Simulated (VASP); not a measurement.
# Y (I4/mmm) in VASP: further runs

Y is run at these levels: r2SCAN; tasks: single point.

All numbers are computed with VASP 6.6.1; they aren't measurements. Logs are shortened: lines on timing, memory, paths and dates and some standing lists are left out, and cuts for length are marked.

**1. The cell of the first run**

The structure is tetragonal, space group I4/mmm (No. 139). Conventional cell: a = 3.233 Å, b = 3.233 Å, c = 5.368 Å, α = 90.00°, β = 90.00°, γ = 90.00°. Within 4.3 Å of Y (site symmetry 4/mmm) lie 12 Y at 3.23 to 3.53 Å.

**2. Single point, r2SCAN (strain -0.080 along x and y, +0.080 along z)**

File POSCAR:

```
Y
1.0
    0.0000000000      2.2862000000      2.6838000000
    2.2862000000      0.0000000000      2.6838000000
    2.2862000000      2.2862000000      0.0000000000
Y
1
Direct
    0.0000000000      0.0000000000      0.0000000000
```

File INCAR.step1:

```
  PREC = Accurate
  ENCUT = 520
  ISMEAR = 0
  SIGMA = 0.15
  LREAL = False
  LASPH = True
  NELM = 60
  NBANDS = 12
  GGA = PE
  ALGO = Normal
  EDIFF = 1E-4
  LWAVE = True
  LCHARG = False
```

File INCAR.step2:

```
  PREC = Accurate
  ENCUT = 520
  EDIFF = 1E-6
  ISMEAR = 0
  SIGMA = 0.15
  LREAL = False
  LASPH = True
  NELM = 60
  ALGO = Normal
  ISIF = 2
  LWAVE = False
  LCHARG = True
  METAGGA = R2SCAN
  LMIXTAU = True
  LELF = True
  LVHAR = True
  NBANDS = 12
  ISTART = 1
```

File KPOINTS:

```
Automatic mesh
0
Gamma
  16 16 16
```

Potentials or basis: VASP PAW PBE potentials, release 64 (Y_sv).

Command:

```
cat potpaw_PBE.64/Y_sv/POTCAR > POTCAR
cp INCAR.step1 INCAR
mpirun -np 1 vasp_std > vasp.out
cp INCAR.step2 INCAR
mpirun -np 1 vasp_std > vasp.out
```

OUTCAR:

```text
PREC = Accurate
   ENCUT = 520
   EDIFF = 1E-6
   ISMEAR = 0
   LREAL = False
   LASPH = True
   NELM = 60
   ISIF = 2
   METAGGA = R2SCAN
   ISTART = 1

 ion  position               nearest neighbor table
   1  0.000  0.000  0.000-

  LATTYP: Found a body centered tetragonal cell.
 ALAT       =     3.2331750463
 C/A-ratio  =     1.6601637471

  Lattice vectors:

 A1 = (  -2.2862000000,   0.0000000000,   2.6838000000)
 A2 = (   2.2862000000,   0.0000000000,   2.6838000000)
 A3 = (   0.0000000000,   2.2862000000,  -2.6838000000)

Analysis of symmetry for initial positions (statically):
=====================================================================
 Subroutine PRICEL returns:
 Original cell was already a primitive cell.

 Routine SETGRP: Setting up the symmetry group for a
 body centered tetragonal supercell.

 Subroutine GETGRP returns: Found 16 space group operations
 (whereof 16 operations were pure point group operations)
 out of a pool of 16 trial point group operations.

The static configuration has the point symmetry D_4h.

Analysis of symmetry for dynamics (positions and initial velocities):
=====================================================================
 Subroutine PRICEL returns:
 Original cell was already a primitive cell.

 Routine SETGRP: Setting up the symmetry group for a
 body centered tetragonal supercell.

 Subroutine GETGRP returns: Found 16 space group operations
 (whereof 16 operations were pure point group operations)
 out of a pool of 16 trial point group operations.

The dynamic configuration has the point symmetry D_4h.

 Subroutine INISYM returns: Found 16 space group operations
 (whereof 16 operations are pure point group operations),
 and found     1 'primitive' translations

----------------------------------------------------------------------------------------

                                     Primitive cell

  volume of cell :      28.0549

  direct lattice vectors                    reciprocal lattice vectors
     0.000000000  2.286200000  2.683800000    -0.218703526  0.218703526  0.186303003
     2.286200000  0.000000000  2.683800000     0.218703526 -0.218703526  0.186303003
     2.286200000  2.286200000  0.000000000     0.218703526  0.218703526 -0.186303003

  length of vectors
     3.525548593  3.525548593  3.233175046     0.361069624  0.361069624  0.361069624

  position of ions in fractional coordinates (direct lattice)
     0.000000000  0.000000000  0.000000000

  ion indices of the primitive-cell ions
   primitive index   ion index
                 1           1

----------------------------------------------------------------------------------------

 KPOINTS: Automatic mesh

Automatic generation of k-mesh.
 Grid dimensions read from file:
 generate k-points for:   16   16   16

 Generating k-lattice:

  Cartesian coordinates                     Fractional coordinates (reciprocal lattice)
    -0.013668970  0.013668970  0.011643938     0.062500000 -0.000000000  0.000000000
     0.013668970 -0.013668970  0.011643938    -0.000000000  0.062500000  0.000000000
     0.013668970  0.013668970 -0.011643938     0.000000000  0.000000000  0.062500000

  Length of vectors
     0.022566851  0.022566851  0.022566851

  Shift w.r.t. Gamma in fractional coordinates (k-lattice)
     0.000000000  0.000000000  0.000000000

 Subroutine IBZKPT returns following result:
 ===========================================

 Found    349 irreducible k-points:

 Following reciprocal coordinates:
            Coordinates               Weight
  0.000000  0.000000  0.000000      1.000000
  0.062500  0.000000  0.000000      8.000000
  0.125000  0.000000  0.000000      8.000000
  0.187500  0.000000  0.000000      8.000000
  0.250000  0.000000  0.000000      8.000000
  0.312500  0.000000  0.000000      8.000000
[... 16 lines left out ...]
 -0.125000  0.062500  0.000000      8.000000
 -0.062500  0.062500  0.000000      4.000000
 [... further k-points ...]
   k-points           NKPTS =    349   k-points in BZ     NKDIM =    349   number of bands    NBANDS=     12
   number of dos      NEDOS =    301   number of ions     NIONS =      1
   total plane-waves  NPLWV =  18816
   dimension x,y,z NGX =    28 NGY =   28 NGZ =   24
   dimension x,y,z NGXF=    56 NGYF=   56 NGZF=   48
   ions per type =               1
   NGX,Y,Z   is equivalent  to a cutoff of  13.20, 13.20, 12.34 a.u.
   NGXF,Y,Z  is equivalent  to a cutoff of  26.41, 26.41, 24.68 a.u.
 SYSTEM =  unknown system
   PREC   = accura    normal or accurate (medium, high low for compatibility)
   ISTART =      1    job   : 0-new  1-cont  2-samecut
   ICHARG =      0    charge: 1-file 2-atom 10-const
   ISPIN  =      1    spin polarized calculation?
   LNONCOLLINEAR =      F non collinear calculations
   LSORBIT =      F    spin-orbit coupling
   LASPH  =      T    aspherical Exc in radial PAW
   ENCUT  =  520.0 eV  38.22 Ry    6.18 a.u.   6.56  6.56  6.01*2*pi/ulx,y,z
   NELM   =     60;   NELMIN=  2; NELMDL=  0     # of ELM steps
   EDIFF  = 0.1E-05   stopping-criterion for ELM
   LREAL  =      F    real-space projection
   EDIFFG = 0.1E-04   stopping-criterion for IOM
   NSW    =      0    number of steps for IOM
   IBRION =     -1    ionic relax: 0-MD 1-quasi-New 2-CG
   NFREE  =      0    steps in history (QN), initial steepest desc. (CG)
   ISIF   =      2    stress and relaxation
   ISYM   =      2    0-nonsym 1-usesym 2-fastsym
   POTIM  = 0.5000    time-step for ionic-motion
   TEBEG  =    0.0;   TEEND  =   0.0 temperature during run
   PSTRESS=    0.0 pullay stress
   NELECT =      11.0000    total number of electrons
   NUPDOWN=      -1.0000    fix difference up-down
   EMIN   =  10.00;   EMAX   =-10.00  energy-range for DOS
   EFERMI =   0.00;   METHOD = LEGACY
   ISMEAR =     0;   SIGMA  =   0.15  broadening in eV -4-tet -1-fermi 0-gaus
   EFERMI_NEDOS =   21; number of points for ismear=-14 and -15
   IALGO  =     38    algorithm
   IMIX   =      4    mixing-type and parameters
     AMIX     =   0.40;   BMIX     =  1.00
     AMIX_MAG =   1.60;   BMIX_MAG =  1.00
  volume/ion in A,a.u.               =      28.05       189.32
  Fermi-wavevector in a.u.,A,eV,Ry     =   1.198219  2.264306 19.534275  1.435729
  Thomas-Fermi vector in A             =   2.334114
   LORBIT       =      0    0 simple, 1 ext, 2 COOP (PROOUT), +10 PAW based schemes
   METAGGA = R2SCAN    functional components
   LHFCALC =     F    Hartree Fock is set to
   AEXX    =    0.0000 exact exchange contribution
   IVDW    =     0    specifies the selected vdW correction
   LEPSILON=     F    determine dielectric tensor
   LRPA    =     F    only Hartree local field effects (RPA)
 non-spin polarized calculation
 Gauss-broadening in eV      SIGMA  =   0.15
  energy-cutoff  :      520.00
  volume of cell :       28.05
 maximum number of plane-waves:       769
 NGX is ok and might be reduce to    28
   NGX = 13   NGY = 13   NGZ = 13

 number of electron      11.0000000 magnetization

 Free energy of the ion-electron system (eV)
  ---------------------------------------------------
  ext. energy  EPLUGINS =         0.00000000
  ---------------------------------------------------
  free energy    TOTEN  =       -20.08100784 eV

  energy without entropy =      -20.06405873  energy(sigma->0) =      -20.07253328

 E-fermi :   3.9065     XC(G=0): -10.7621

 val. band max:        3.9059681981   @ k =   0.3750   0.0000   0.1875
 cond. band min:       3.9070418703   @ k =  -0.4375   0.2500   0.1250
 fundamental gap:      0.0010736722
 Fermi energy:         3.9065080168

 k-point     1 :       0.0000    0.0000    0.0000
  band No.  band energies     occupation
      1     -39.9849      2.00000
      2     -18.8626      2.00000
      3     -18.8620      2.00000
      4     -18.8620      2.00000
      5      -1.2340      2.00000
      6       5.2106      0.00000
      7       6.7527      0.00000
      8       6.7527      0.00000
      9       7.2018      0.00000
     10       9.6471      0.00000
     11      13.9846      0.00000
     12      15.5327      0.00000

 k-point     2 :       0.0625    0.0000    0.0000
  band No.  band energies     occupation
      1     -39.9796      2.00000
      2     -18.9036      2.00000
      3     -18.8698      2.00000
      4     -18.8628      2.00000
      5      -1.1129      2.00000
      6       5.2409      0.00000
      7       6.5893      0.00000
      8       6.8118      0.00000
      9       7.1941      0.00000
     10       9.5281      0.00000
     11      14.2723      0.00000
     12      15.7180      0.00000

 k-point     3 :       0.1250    0.0000    0.0000
  band No.  band energies     occupation
      1     -39.9645      2.00000
      2     -19.0204      2.00000
      3     -18.8905      2.00000
      4     -18.8652      2.00000
      5      -0.7647      2.00000
      6       5.2739      0.00000
      7       6.1830      0.00000
      8       6.9728      0.00000
      9       7.2698      0.00000
     10       9.2350      0.00000
     11      14.9034      0.00000
     12      16.1261      0.00000
[... 286 lines left out ...]
 k-point    23 :      -0.1250    0.0625    0.0000
  band No.  band energies     occupation
      1     -39.9494      2.00000
      2     -19.1438      2.00000
      3     -18.9032      2.00000
      4     -18.8566      2.00000
      5      -0.4524      2.00000
      6       5.4410      0.00000
      7       5.7143      0.00000
      8       7.0941      0.00000
      9       7.6269      0.00000
     10       8.7593      0.00000
     11      15.2053      0.00000
     12      16.2266      0.00000

 k-point    24 :      -0.0625    0.0625    0.0000
  band No.  band energies     occupation
      1     -39.9688      2.00000
      2     -18.9939      2.00000
      3     -18.8793      2.00000
      4     -18.8583      2.00000
      5      -0.8866      2.00000
      6       5.4395      0.00000
      7       6.1170      0.00000
      8       6.9020      0.00000
      9       7.3724      0.00000
     10       9.1817      0.00000
     11      14.7231      0.00000
     12      16.1354      0.00000

 [... further k-points ...]

------------------------ aborting loop because EDIFF is reached ----------------------------------------

  FORCE on cell =-STRESS in cart. coord.  units (eV):
  Direction    XX          YY          ZZ          XY          YZ          ZX
  --------------------------------------------------------------------------------------
  -------------------------------------------------------------------------------------
  Total        1.6205923      1.6205923      0.9790369      0.0000000     -0.0000000      0.0000000
  in kB       92.5498601     92.5498601     55.9114908      0.0000000     -0.0000000      0.0000000
  external PRESSURE =      80.3370704 kB  Pullay stress =       0.0000000 kB

 VOLUME and BASIS-vectors are now :
 -----------------------------------------------------------------------------
  energy-cutoff  :      520.00
  volume of cell :       28.05
      direct lattice vectors                 reciprocal lattice vectors
     0.000000000  2.286200000  2.683800000    -0.218703526  0.218703526  0.186303003
     2.286200000  0.000000000  2.683800000     0.218703526 -0.218703526  0.186303003
     2.286200000  2.286200000  0.000000000     0.218703526  0.218703526 -0.186303003

 POSITION                                       TOTAL-FORCE (eV/Angst)
 -----------------------------------------------------------------------------------
      0.00000      0.00000      0.00000        -0.000000      0.000000      0.000000
 -----------------------------------------------------------------------------------
    total drift:                               -0.000000      0.000000     -0.000000

  FREE ENERGIE OF THE ION-ELECTRON SYSTEM (eV)
  ---------------------------------------------------
  free  energy   TOTEN  =       -20.0810078385 eV

  energy  without entropy=      -20.0640587311  energy(sigma->0) =      -20.07253328
```

Wall time 11 min (1 thread of Oxide Virtual Turin-like, shared host); peak memory 0.24 GiB.

What came out:

```
Free energy            : -20.0810 eV
Pressure               : 8.0 GPa
Band gap on the k mesh : zero (an odd number of electrons rules out a gap without spin polarisation)
```

Stress tensor (GPa, compression positive):
```
9.25 0.00 0.00
0.00 9.25 0.00
0.00 0.00 5.59
```

Levels at points of the mesh, in eV from the Fermi level:
```
           k point  band 1  band 2  band 3  band 4  band 5  band 6  band 7  band 8  band 9  band 10
(0.00, 0.00, 0.00)  -43.89  -22.77  -22.77  -22.77   -5.14    1.30    2.85    2.85    3.30     5.74
(0.50, 0.00, 0.00)  -43.75  -23.78  -22.96  -22.79   -2.18    1.04    1.25    2.80    6.08     6.72
(0.50, 0.50, 0.00)  -43.77  -23.59  -22.96  -22.96   -2.19   -0.79    1.37    6.69    6.89     6.89
(0.50, 0.00, 0.50)  -43.67  -23.71  -23.36  -22.98   -2.24   -1.19    3.69    5.87    6.03     7.82
```

Caveat: the cell differs from its parent crystal (strain -0.080 along x and y, +0.080 along z); the cell stands under pressure; the PAW data sets were made with another functional, which shifts forces and pressure a little.

(Part 1 of 2 ends here.)

The gap in the log of VASP goes by the Fermi energy; the results here count the filled bands.